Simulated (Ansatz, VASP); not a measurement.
One calculation of Na, two programs

```
Na
1.0
    -2.11750    2.11750    2.11750
     2.11750   -2.11750    2.11750
     2.11750    2.11750   -2.11750
Na
1
Direct
  0.00000 0.00000 0.00000
```

Alike in both runs: task single point; functional PBE; k mesh 12 × 12 × 12; occupations fermi-dirac, width 0.28 eV; no spin polarisation.

|  | VASP | Ansatz |
| --- | --- | --- |
| version | VASP 6.6.1 | Ansatz 0.2.0 |
| potentials or method | VASP PAW PBE potentials, release 64 (Na_pv), cutoff 520 eV | all-electron LAPW, scalar-relativistic |

```csv
,VASP,Ansatz,Ansatz less VASP
pressure (GPa),-0.1,0.0,+0.03
```

Ansatz ran all-electron here, and VASP with PAW potentials.
